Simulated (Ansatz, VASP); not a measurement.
**SiO2: VASP beside Ansatz**

```
Si O
1.0
     4.22153    0.00000    0.00000
     0.00000    4.22153    0.00000
     0.00000    0.00000    2.69956
Si O
2 4
Direct
  0.00000 0.00000 0.00000
  0.50000 0.50000 0.50000
  0.30660 0.30660 0.00000
  0.19340 0.80660 0.50000
  0.69340 0.69340 0.00000
  0.80660 0.19340 0.50000
```

Change from the starting cell: volume scaled by 1.04, ions relaxed.

Alike in both runs: functional PBE; k mesh 7 × 7 × 11; occupations fermi-dirac, width 0.02 eV; no spin polarisation.

Ansatz relaxed the structure, and its values are those at the end. VASP's run is a single point on that final structure, the one shown.

|  | VASP | Ansatz |
| --- | --- | --- |
| version | VASP 6.6.1 | Ansatz 0.2.0 |
| potentials or method | VASP PAW PBE potentials, release 64 (Si, O) | plane-wave PAW, scalar-relativistic |
| plane-wave cutoff (eV) | 520 | 420 |
| valence electrons in the cell | 32 | 32 |

Ansatz gave:

| Quantity | Value |
| --- | --- |
| gap on the k mesh at the Fermi level (eV) | 5.06 |
| pressure (GPa) | 0.5 |
| rms of the force components (eV/Å) | 0.001 |

Task: Estimate VASP's values.

Result: gap on the k mesh at the Fermi level (eV): 5.04; pressure (GPa): 0.7; rms of the force components (eV/Å): 0.008.

The functional is the same, so the differences come from potentials, cutoffs and numerics. Ansatz's warnings: stress scf threshold loose.
